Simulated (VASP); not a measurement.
# CaSe: single point with PBE

CaSe:

```
Ca Se
1.0
     0.00000    2.83221    2.83221
     2.83221    0.00000    2.83221
     2.83221    2.83221    0.00000
Ca Se
1 1
Direct
  0.00000 0.00000 0.00000
  0.50000 0.50000 0.50000
```

This cell differs from its parent crystal: strain -4.6%.

```json
{
  "Program": "VASP 6.6.1",
  "Task": "single point",
  "Functional": "PBE",
  "Potentials or basis": "VASP PAW PBE potentials, release 64 (Ca_sv, Se)",
  "Cutoff": "520 eV",
  "k mesh": "8 × 8 × 8",
  "Occupations": "fermi-dirac, width 0.02 eV",
  "Spin": "no spin polarisation",
  "Dipole correction": "no",
  "Further INCAR settings": "ALGO = Normal; EDIFF = 1e-06; NBANDS = 15"
}
```

| Property | Result |
| --- | --- |
| Pressure | 10.2 GPa |
| Band gap on the k mesh | 1.65 eV, indirect (least direct gap 2.71 eV) |

Levels at points of the mesh, in eV from the valence-band top:
| k point | band 4 | band 5 | band 6 | band 7 | band 8 | band 9 | band 10 | band 11 | band 12 | band 13 |
| --- | --- | --- | --- | --- | --- | --- | --- | --- | --- | --- |
| (0.00, 0.00, 0.00) | -20.41 | -12.30 | 0.00 | 0.00 | 0.00 | 3.61 | 3.61 | 3.61 | 4.10 | 4.32 |
| (0.50, 0.00, 0.00) | -20.42 | -11.31 | -3.82 | -1.51 | -1.51 | 4.71 | 5.80 | 5.80 | 5.83 | 8.31 |
| (0.50, 0.50, 0.00) | -20.47 | -11.56 | -2.86 | -1.06 | -1.06 | 1.65 | 5.24 | 5.64 | 6.45 | 6.45 |

It took 8.5 s on 1 thread of Intel(R) Xeon(R) 6975P-C (Granite Rapids), on a shared host, peak memory 0.17 GiB.

Caveat: the cell differs from its parent crystal (strain -4.6%). A k mesh can miss the band edges.
